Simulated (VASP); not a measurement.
Set up this calculation in VASP 6.6.1, as the native input.

```yaml
Task: single point
Functional: PBE
Potentials_or_basis: VASP PAW PBE potentials, release 64 (B, C, Br)
Cutoff: 520 eV
k_mesh: 6 × 6 × 4
Occupations: gaussian, width 0.1 eV
Spin: collinear spin
Starting_moments: "[0.0, 0.0, 0.0, 1.0, 1.0, 0.0] μB"
Dipole_correction: no
Further_INCAR_settings: ALGO = Normal; EDIFF = 1e-06; NBANDS = 25
```

The structure of B3C2Br lies in POSCAR:

```
B3C2Br
1.0
    4.1128381800      0.0000000000      0.0000000000
   -2.0564190900      3.5618223400      0.0000000000
    0.0000000000      0.0000000000      6.6031536100
B C Br
3 2 1
Direct
    0.6666666700      0.3333333300      0.3575947000
    0.3333333300      0.6666666700      0.6424053000
    0.0000000000      0.0000000000      0.5000000000
    0.6666666700      0.3333333300      0.7436280300
    0.3333333300      0.6666666700      0.2563719700
    0.0000000000      0.0000000000      0.0000000000
```

The cell was generated, and may not be a known phase.

One way to write it, as run:

INCAR

```
SYSTEM = B3C2Br
ALGO = Normal
EDIFF = 1E-6
ENCUT = 520
GGA = PE
ISIF = 2
ISMEAR = 0
ISPIN = 2
LASPH = .TRUE.
LCHARG = .FALSE.
LORBIT = 11
LREAL = .FALSE.
LWAVE = .FALSE.
MAGMOM = 0 0 0 1 1 0
NBANDS = 25
NELM = 150
PREC = Accurate
SIGMA = 0.1
```

KPOINTS

```
k-points
0
G
  6 6 4
  0 0 0
```

Potentials or basis: VASP PAW PBE potentials, release 64 (B, C, Br).

Command:

```sh
$ cat potpaw_PBE.64/B/POTCAR potpaw_PBE.64/C/POTCAR potpaw_PBE.64/Br/POTCAR > POTCAR
$ mpirun -np 1 vasp_std > vasp.out
```

Results of the run:

```yaml
Pressure: -22.1 GPa
Largest_force: 1.258 eV/Å
Band_gap_on_the_k_mesh: zero (filled and empty bands overlap)
Net_moment: 0.00 μB per cell
Valence_electrons_inside_the_program's_atomic_spheres: B 1.29, 1.30 (each value once); C 1.97; Br 4.67
```

Caveat: the stress differs along the axes, from -28 to -11 GPa; forces of over 1 eV/Å act on the atoms, so gaps and moduli don't describe the material at rest.

Run time: 67 s on 1 thread of Intel(R) Xeon(R) 6975P-C (Granite Rapids), on a shared host, peak memory 0.3 GiB.
